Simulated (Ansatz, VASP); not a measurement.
## Two plane-wave programs on Cd3In3O2

The input INCAR:

```
SYSTEM = Cd3In3O2
ALGO = Fast
EDIFF = 1E-7
ENCUT = 520
GGA = PE
ISIF = 2
ISMEAR = 0
LASPH = .True.
LCHARG = .False.
LREAL = .False.
LWAVE = .False.
NBANDS = 54
NELM = 80
PREC = Accurate
SIGMA = 0.2
```

KPOINTS

```
k-points
0
Gamma
  6 6 2
  0 0 0
```

The input POSCAR:

```
Cd3In3O2
1.0
    3.3423239849      0.0000000000      0.0000000000
   -1.6711619924      2.8945374786      0.0000000000
    0.0000000000      0.0000000000     17.1418363172
Cd In O
3 3 2
Direct
    0.3333333333      0.6666666667      0.1939896898
    0.6666666667      0.3333333333      0.8060103102
    0.0000000000      1.0000000000      0.5000000000
    0.0000000000      0.0000000000      0.0000000000
    0.3333333333      0.6666666667      0.6562155273
    0.6666666667      0.3333333333      0.3437844727
    0.3333333333      0.6666666667      0.0640771770
    0.6666666667      0.3333333333      0.9359228230
```

Input for Ansatz:

```yaml
crystal:
  lattice:
    - [3.3423239849, 0.0, 0.0]
    - [-1.6711619924, 2.8945374786, 0.0]
    - [0.0, 0.0, 17.1418363172]
  atoms:
    - { symbol: Cd, position: [0.3333333333, 0.6666666667, 0.1939896898] }
    - { symbol: Cd, position: [0.6666666667, 0.3333333333, 0.8060103102] }
    - { symbol: Cd, position: [0.0, 1.0, 0.5] }
    - { symbol: In, position: [0.0, 0.0, 0.0] }
    - { symbol: In, position: [0.3333333333, 0.6666666667, 0.6562155273] }
    - { symbol: In, position: [0.6666666667, 0.3333333333, 0.3437844727] }
    - { symbol: O, position: [0.3333333333, 0.6666666667, 0.064077177] }
    - { symbol: O, position: [0.6666666667, 0.3333333333, 0.935922823] }
basis:
  ecutwfc: 420
kpoints:
  mp_grid: { grid: [6, 6, 2] }
hamiltonian:
  xc: pbe
scf:
  occupations: { method: gaussian, width: 0.2 }
  lower_state_search: "off"
output:
  forces: true
  stress: true
  eigenvalues: true
```

Alike in both runs: task single point; functional PBE; k mesh 6 × 6 × 2; occupations gaussian, width 0.2 eV; no spin polarisation.

|  | VASP | Ansatz |
| --- | --- | --- |
| version | VASP 6.6.1 | Ansatz 0.2.0 |
| potentials or method | VASP PAW PBE potentials, release 64 (Cd, In_d, O), cutoff 520 eV | scalar-relativistic, plane waves, PAW |
| valence electrons in the cell | 87 | 111 |

Ansatz gave:

```
gap on the k mesh at the Fermi level (eV)                     : none
pressure (GPa)                                                : -0.4
traceless stress, the component that is largest in VASP (GPa) : 0.58
rms of the force components (eV/Å)                            : 0.016
```

Question: What did VASP give for the same quantities?

Answer: gap on the k mesh at the Fermi level (eV): none; pressure (GPa): -0.2; traceless stress, the component that is largest in VASP (GPa): 0.77; rms of the force components (eV/Å): 0.036.

Atom by atom the forces differ by 0.023 eV/Å (rms over components). A gap of «none» marks a metal or a gap that the smearing closes. The functional is the same, so the differences come from potentials, cutoffs and numerics. VASP's potentials hold 87 valence electrons a cell and Ansatz's 111, so a difference there can come from the potentials and not from the codes.

The k mesh is coarse, so the values compare programs but aren't converged.
